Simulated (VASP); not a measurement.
A run of VASP 6.6.1 is set up as follows.

File INCAR:

```
ALGO = Normal ; EDIFF = 1E-7
ENCUT = 520 ; GGA = PE
ISIF = 2 ; ISMEAR = 0
LASPH = T ; LCHARG = T
LELF = T ; LREAL = F
LVHAR = T ; LWAVE = F
NBANDS = 31 ; NELM = 100
PREC = Accurate ; SIGMA = 0.1
```

Contents of KPOINTS:

```
k-points
0
Gamma
  4 4 2
```

Contents of POSCAR:

```
BeZn2Te3
1.0
    4.5962863759      0.0000000000      0.0000000000
    0.0000000000      4.5962863759      0.0000000000
    0.0000000000      0.0000000000      8.0618160991
Be Zn Te
1 2 3
Direct
    0.0000000000      0.0000000000      0.7306374567
    0.5000000000      0.5000000000      0.6700518398
    0.0000000000      0.0000000000      0.4536069293
    0.5000000000      0.0000000000      0.8922694340
    0.0000000000      0.5000000000      0.8922694340
    0.5000000000      0.5000000000      0.3611639462
```

Potentials or basis: VASP PAW PBE potentials, release 64 (Be, Zn, Te).

Launch:

```sh
$ cat potpaw_PBE.64/Be/POTCAR potpaw_PBE.64/Zn/POTCAR potpaw_PBE.64/Te/POTCAR > POTCAR
$ mpirun -np 1 vasp_std > vasp.out
```

Predict the largest force.

0.022 eV/Å.

Predict the pressure.

0.1 GPa.

Estimate the band gap on the k mesh.

zero (band 22 reaches 4.15 eV, above the bottom of band 23 at 3.20 eV).

Forces on the atoms (eV/Å):
```
Be   0.000  0.000  0.022
Zn   0.000  0.000  0.015
Zn   0.000  0.000 -0.007
Te   0.000  0.000 -0.004
Te   0.000  0.000 -0.004
Te   0.000  0.000 -0.021
```

Caveat: the k points lie up to 0.39 Å⁻¹ apart; spin-orbit coupling is left out, which moves the levels of the heavy elements.
